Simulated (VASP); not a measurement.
The system is GaN.

```
Ga N
1.0
     3.18000    0.00000    0.00000
    -1.59000    2.75396    0.00000
     0.00000    0.00000    5.16600
Ga N
2 2
Direct
  0.33333 0.66667 0.00000
  0.66667 0.33333 0.50000
  0.33333 0.66667 0.37500
  0.66667 0.33333 0.87500
```

- Program: VASP 6.6.1
- Task: relaxation of cell and atoms
- Functional: PBE
- Potentials or basis: VASP PAW PBE potentials, release 64 (Ga_d, N)
- Cutoff: 600 eV
- k mesh: 12 × 12 × 6
- Occupations: gaussian, width 0.02 eV
- Spin: no spin polarisation

At the start: pressure 7.2 GPa; volume 11.31 Å³/atom.

Where does the relaxation end?

Over 10 steps the energy falls by 10.1 meV/atom and the volume is 11.76 Å³/atom (+4.0 %); space group P6_3mc (No. 186, to 0.05 Å).

The path:
```
step  energy change (eV)  largest force (eV/Å)  pressure (GPa)  volume (Å³)
   1              0.0000                0.1347            7.17        45.24
   2             -0.0120                0.0620           -5.25        48.63
   3             -0.0402                0.0105           -0.03        47.03
   4             -0.0402                0.0127            0.13        47.00
   5             -0.0403                0.0073            0.09        47.00
   6             -0.0403                0.0046            0.10        47.00
   7             -0.0403                0.0016           -0.09        47.05
   8             -0.0403                0.0022            0.15        47.03
   9             -0.0403                0.0003           -0.13        47.04
  10             -0.0403                0.0014           -0.04        47.03
```

Final structure:
```yaml
crystal:
  lattice:
    - [3.21807, 0.00000, 0.00000]
    - [-1.60904, 2.78693, 0.00000]
    - [0.00000, 0.00000, 5.24419]
  atoms:
    - { symbol: Ga, position: [0.33333, 0.66667, 0.99917] }
    - { symbol: Ga, position: [0.66667, 0.33333, 0.49917] }
    - { symbol: N, position: [0.33333, 0.66667, 0.37583] }
    - { symbol: N, position: [0.66667, 0.33333, 0.87583] }
```
